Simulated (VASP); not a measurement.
# SrO (Pmmm) in VASP: single point with PBE

Aim: the single point of SrO with PBE.

Program: VASP 6.6.1. These are calculated values, not measurements. Logs are shortened: lines on timing, memory, paths and dates and some standing lists are left out, and cuts for length are marked.

### 1 The cell of the first run

The typed cell holds 8 atoms: a = 3.486 Å, b = 10.247 Å, c = 6.957 Å, α = 90.00°, β = 90.00°, γ = 90.00°.

### 2 Single point, PBE

The input, INCAR:

```
  ALGO = Normal
  EDIFF = 1E-6
  ENCUT = 520
  GGA = PE
  ISIF = 2
  ISMEAR = 0
  LASPH = True
  LCHARG = False
  LREAL = False
  LWAVE = False
  NBANDS = 42
  NELM = 80
  PREC = Accurate
  SIGMA = 0.1
```

The input, KPOINTS:

```
k-points
0
Gamma
  4 4 4
```

The input, POSCAR:

```
SrO
1.0
    3.4862601780      0.0000000000      0.0000000000
    0.0000000000     10.2472939882      0.0000000000
    0.0000000000      0.0000000000      6.9567423936
Sr O
4 4
Direct
    0.5000055500      0.2497072365      0.0000000000
    0.4999944500      0.7502927635      0.0000000000
    0.4999944500      0.2497072365      0.5000000000
    0.5000055500      0.7502927635      0.5000000000
    0.0000000000      0.2497195824      0.2500000000
    0.0000000000      0.7502804176      0.2500000000
    0.0000000000      0.2497195824      0.7500000000
    0.0000000000      0.7502804176      0.7500000000
```

Potentials or basis: VASP PAW PBE potentials, release 64 (Sr_sv, O).

On the command line:

```console
cat potpaw_PBE.64/Sr_sv/POTCAR potpaw_PBE.64/O/POTCAR > POTCAR
mpirun -np 1 vasp_std > vasp.out
```

OUTCAR:

```text
EDIFF = 1E-6
   ENCUT = 520
   GGA = PE
   ISIF = 2
   ISMEAR = 0
   LASPH = True
   LREAL = False
   NELM = 80
   PREC = Accurate

 ion  position               nearest neighbor table
   1  0.500  0.250  0.000-   5 2.46   7 2.46   5 2.46   7 2.46   3 3.48   3 3.48   3 4.92   3 4.92
                             3 4.92   3 4.92   2 5.12   2 5.13
   2  0.500  0.750  0.000-   6 2.46   8 2.46   6 2.46   8 2.46   4 3.48   4 3.48   4 4.92   4 4.92
                             4 4.92   4 4.92   1 5.12   1 5.13
   3  0.500  0.250  0.500-   5 2.46   7 2.46   5 2.46   7 2.46   1 3.48   1 3.48   1 4.92   1 4.92
                             1 4.92   1 4.92   4 5.12   4 5.13
   4  0.500  0.750  0.500-   6 2.46   8 2.46   6 2.46   8 2.46   2 3.48   2 3.48   2 4.92   2 4.92
                             2 4.92   2 4.92   3 5.12   3 5.13
   5  0.000  0.250  0.250-   1 2.46   3 2.46   1 2.46   3 2.46
   6  0.000  0.750  0.250-   2 2.46   4 2.46   4 2.46   2 2.46
   7  0.000  0.250  0.750-   1 2.46   3 2.46   1 2.46   3 2.46
   8  0.000  0.750  0.750-   2 2.46   4 2.46   4 2.46   2 2.46

  LATTYP: Found a simple orthorhombic cell.
 ALAT       =     3.4862601780
 B/A-ratio  =     1.9954742441
 C/A-ratio  =     2.9393371306

  Lattice vectors:

 A1 = (  -3.4862601780,   0.0000000000,   0.0000000000)
 A2 = (   0.0000000000,   0.0000000000,   6.9567423936)
 A3 = (   0.0000000000,  10.2472939882,   0.0000000000)

Analysis of symmetry for initial positions (statically):
=====================================================================
 Subroutine PRICEL returns:
 Original cell was already a primitive cell.

 Routine SETGRP: Setting up the symmetry group for a
 simple orthorhombic supercell.

 Subroutine GETGRP returns: Found  8 space group operations
 (whereof  4 operations were pure point group operations)
 out of a pool of  8 trial point group operations.

The static configuration has the point symmetry C_2h.
 The point group associated with its full space group is D_2h.

Analysis of symmetry for dynamics (positions and initial velocities):
=====================================================================
 Subroutine PRICEL returns:
 Original cell was already a primitive cell.

 Routine SETGRP: Setting up the symmetry group for a
 simple orthorhombic supercell.

 Subroutine GETGRP returns: Found  8 space group operations
[... 114 lines left out ...]
   ENCUT  =  520.0 eV  38.22 Ry    6.18 a.u.   6.48 19.05 12.93*2*pi/ulx,y,z
   NELM   =     80;   NELMIN=  2; NELMDL= -5     # of ELM steps
   EDIFF  = 0.1E-05   stopping-criterion for ELM
   LREAL  =      F    real-space projection
   EDIFFG = 0.1E-04   stopping-criterion for IOM
   NSW    =      0    number of steps for IOM
   IBRION =     -1    ionic relax: 0-MD 1-quasi-New 2-CG
   NFREE  =      0    steps in history (QN), initial steepest desc. (CG)
   ISIF   =      2    stress and relaxation
   ISYM   =      2    0-nonsym 1-usesym 2-fastsym
   POTIM  = 0.5000    time-step for ionic-motion
   TEBEG  =    0.0;   TEEND  =   0.0 temperature during run
   PSTRESS=    0.0 pullay stress
   NELECT =      64.0000    total number of electrons
   NUPDOWN=      -1.0000    fix difference up-down
   EMIN   =  10.00;   EMAX   =-10.00  energy-range for DOS
   EFERMI =   0.00;   METHOD = LEGACY
   ISMEAR =     0;   SIGMA  =   0.10  broadening in eV -4-tet -1-fermi 0-gaus
   EFERMI_NEDOS =   21; number of points for ismear=-14 and -15
   IALGO  =     38    algorithm
   IMIX   =      4    mixing-type and parameters
     AMIX     =   0.40;   BMIX     =  1.00
     AMIX_MAG =   1.60;   BMIX_MAG =  1.00
  volume/ion in A,a.u.               =      31.07       209.64
  Fermi-wavevector in a.u.,A,eV,Ry     =   1.041541  1.968228 14.759714  1.084808
  Thomas-Fermi vector in A             =   2.176167
   LORBIT       =      0    0 simple, 1 ext, 2 COOP (PROOUT), +10 PAW based schemes
   GGA     = PE    functional components
   LHFCALC =     F    Hartree Fock is set to
   AEXX    =    0.0000 exact exchange contribution
   IVDW    =     0    specifies the selected vdW correction
   LEPSILON=     F    determine dielectric tensor
   LRPA    =     F    only Hartree local field effects (RPA)
 non-spin polarized calculation
 Gauss-broadening in eV      SIGMA  =   0.10
  energy-cutoff  :      520.00
  volume of cell :      248.53
 maximum number of plane-waves:      6734
 NGX is ok and might be reduce to    28
   NGX = 13   NGY = 39   NGZ = 25

 number of electron      64.0000017 magnetization

 Free energy of the ion-electron system (eV)
  ---------------------------------------------------
  ext. energy  EPLUGINS =         0.00000000
  ---------------------------------------------------
  free energy    TOTEN  =       -44.61032355 eV

  energy without entropy =      -44.61032355  energy(sigma->0) =      -44.61032355

 E-fermi :   0.2148     XC(G=0):  -6.8209

 val. band max:       -0.3091428933   @ k =   0.0000   0.0000   0.0000
 cond. band min:       0.6550603834   @ k =   0.0000   0.0000   0.0000
 fundamental gap:      0.9642032767
 Fermi energy:         0.2147931322

 k-point     1 :       0.0000    0.0000    0.0000
  band No.  band energies     occupation
      1     -33.5637      2.00000
      2     -33.5633      2.00000
      3     -33.4882      2.00000
      4     -33.4879      2.00000
      5     -17.3217      2.00000
      6     -17.3190      2.00000
[... 1069 lines left out ...]
     41       5.6219      0.00000
     42       5.6222      0.00000

 [... further k-points ...]
[... 5 lines left out ...]
  --------------------------------------------------------------------------------------
  -------------------------------------------------------------------------------------
  Total        0.5482548      0.4214812      0.9123553      0.0000000      0.0000000      0.0000000
  in kB        3.5344193      2.7171516      5.8816566      0.0000000      0.0000000      0.0000000
  external PRESSURE =       4.0444092 kB  Pullay stress =       0.0000000 kB

 VOLUME and BASIS-vectors are now :
 -----------------------------------------------------------------------------
  energy-cutoff  :      520.00
  volume of cell :      248.53
      direct lattice vectors                 reciprocal lattice vectors
     3.486260178  0.000000000  0.000000000     0.286840324  0.000000000  0.000000000
     0.000000000 10.247293988  0.000000000     0.000000000  0.097586739  0.000000000
     0.000000000  0.000000000  6.956742394     0.000000000  0.000000000  0.143745441

 POSITION                                       TOTAL-FORCE (eV/Angst)
 -----------------------------------------------------------------------------------
      1.74315      2.55882      0.00000        -0.000066      0.000766      0.000000
      1.74311      7.68847      0.00000         0.000066     -0.000766      0.000000
      1.74311      2.55882      3.47837         0.000066      0.000766      0.000000
      1.74315      7.68847      3.47837        -0.000066     -0.000766     -0.000000
      0.00000      2.55895      1.73919         0.000000     -0.000084     -0.000000
      0.00000      7.68834      1.73919        -0.000000      0.000084     -0.000000
      0.00000      2.55895      5.21756        -0.000000     -0.000084      0.000000
      0.00000      7.68834      5.21756         0.000000      0.000084      0.000000
 -----------------------------------------------------------------------------------
    total drift:                                0.000000      0.000000      0.000000

  FREE ENERGIE OF THE ION-ELECTRON SYSTEM (eV)
  ---------------------------------------------------
  free  energy   TOTEN  =       -44.6103235528 eV

  energy  without entropy=      -44.6103235528  energy(sigma->0) =      -44.61032355
```

OSZICAR:

```text
N       E                     dE             d eps       ncg     rms          rms(c)
DAV:   1     0.503005013902E+03    0.50301E+03   -0.30688E+04  2292   0.135E+03
DAV:   2    -0.853763742176E+01   -0.51154E+03   -0.48929E+03  3050   0.331E+02
DAV:   3    -0.595596956038E+02   -0.51022E+02   -0.50742E+02  3226   0.952E+01
DAV:   4    -0.616316009886E+02   -0.20719E+01   -0.20681E+01  3350   0.193E+01
DAV:   5    -0.617841020761E+02   -0.15250E+00   -0.15249E+00  3438   0.316E+00    0.350E+01
DAV:   6    -0.462821008123E+02    0.15502E+02   -0.79087E+01  2652   0.320E+01    0.463E+01
DAV:   7    -0.462133125630E+02    0.68788E-01   -0.61226E+00  2920   0.912E+00    0.336E+01
DAV:   8    -0.450681741361E+02    0.11451E+01   -0.53758E+00  2664   0.101E+01    0.109E+01
DAV:   9    -0.445332901387E+02    0.53488E+00   -0.16896E+00  2892   0.540E+00    0.436E+00
DAV:  10    -0.445754347415E+02   -0.42145E-01   -0.11317E-01  2794   0.151E+00    0.180E+00
DAV:  11    -0.445956722079E+02   -0.20237E-01   -0.37929E-02  2666   0.750E-01    0.869E-01
DAV:  12    -0.446078735018E+02   -0.12201E-01   -0.13109E-02  2940   0.399E-01    0.132E-01
DAV:  13    -0.446102415221E+02   -0.23680E-02   -0.55511E-03  2726   0.230E-01    0.888E-02
DAV:  14    -0.446102813364E+02   -0.39814E-04   -0.46420E-04  2996   0.840E-02    0.113E-01
DAV:  15    -0.446103167070E+02   -0.35371E-04   -0.47554E-05  2744   0.275E-02    0.408E-02
DAV:  16    -0.446103238740E+02   -0.71670E-05   -0.16257E-05  2474   0.172E-02    0.127E-02
DAV:  17    -0.446103235528E+02    0.32123E-06   -0.14229E-06  1934   0.493E-03
   1 F= -.44610324E+02 E0= -.44610324E+02  d E =-.337659E-11
```

stdout:

```text
POSCAR found type information on POSCAR SrO
 POSCAR found :  2 types and       8 ions
 scaLAPACK will be used
 LDA part: xc-table for (Slater+PW92), standard interpolation
 POSCAR, INCAR and KPOINTS ok, starting setup
 FFT: planning ... GRIDC
 FFT: planning ... GRID_SOFT
 FFT: planning ... GRID
 WAVECAR not read
 entering main loop
```

Wall time 2.7 min (1 thread of Intel Xeon 6975P-C (Granite Rapids), shared host); peak memory 0.45 GiB.

What came out:

* Free energy: -44.6103 eV
* Pressure: 0.4 GPa
* Band gap on the k mesh: 0.96 eV

Levels at points of the mesh, in eV from the valence-band top:
```
           k point  band 28  band 29  band 30  band 31  band 32  band 33  band 34  band 35  band 36  band 37
(0.00, 0.00, 0.00)    -0.67    -0.01    -0.01     0.00     0.00     0.96     3.28     3.34     3.99     4.05
(0.50, 0.00, 0.00)    -0.38    -0.18    -0.18    -0.16    -0.16     3.27     4.10     4.12     4.84     4.91
(0.00, 0.50, 0.00)    -0.90    -0.01    -0.01     0.00     0.00     1.80     1.80     3.79     3.80     4.02
(0.50, 0.50, 0.00)    -0.43    -0.17    -0.17    -0.17    -0.17     3.78     3.78     4.45     4.45     4.47
(0.00, 0.00, 0.50)    -0.84    -0.73    -0.73    -0.72    -0.72     1.79     1.79     3.77     3.77     5.05
(0.50, 0.00, 0.50)    -0.75    -0.74    -0.74    -0.72    -0.72     3.88     3.88     4.56     4.56     4.68
(0.00, 0.50, 0.50)    -0.99    -0.72    -0.72    -0.72    -0.72     2.49     2.49     2.49     2.49     5.55
(0.50, 0.50, 0.50)    -0.82    -0.75    -0.75    -0.75    -0.75     4.24     4.24     4.24     4.24     4.91
```

Caveat: the k points lie up to 0.45 Å⁻¹ apart.
